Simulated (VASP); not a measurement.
RbBr, 2 atoms in the cell. The structure is tetragonal, space group I4/mmm (No. 139). Conventional cell: a = 4.844 Å, b = 4.844 Å, c = 6.816 Å, α = 90.00°, β = 90.00°, γ = 90.00°. Rb (site symmetry 4/mmm) has 6 Br at 3.41 to 3.42 Å within 4.5 Å. Br (site symmetry 4/mmm) has 6 Rb at 3.41 to 3.42 Å within 4.5 Å.  This cell differs from its parent crystal: z stretched by -0.5 %, x and y held.

- Program: VASP 6.6.1
- Task: single point
- Functional: PBEsol
- Potentials or basis: VASP PAW PBE potentials, release 64 (Rb_sv, Br)
- Cutoff: 520 eV
- k mesh: 6 × 6 × 6
- Occupations: gaussian, width 0.01 eV
- Spin: non-collinear spin, zero start, spin-orbit coupling
- Starting moments: [[0.0, 0.0, 0.0], [0.0, 0.0, 0.0]] μB
- Dipole correction: no
- Further INCAR settings: ALGO = Normal; EDIFF = 1e-07; NBANDS = 28

Potentials or basis: VASP PAW PBE potentials, release 64 (Rb_sv, Br).

Run with:

```bash
$ cat potpaw_PBE.64/Rb_sv/POTCAR potpaw_PBE.64/Br/POTCAR > POTCAR
$ mpirun -np 1 vasp_ncl > vasp.out
```

Hardware: 1 thread of Intel(R) Xeon(R) 6975P-C (Granite Rapids), with other jobs on the host.

How long does it take, and how much memory?

Wall time 110 s on 1 thread of Intel(R) Xeon(R) 6975P-C (Granite Rapids), with other jobs on the host, peak memory 0.41 GiB. Counts: scf iterations 15, k points 30.
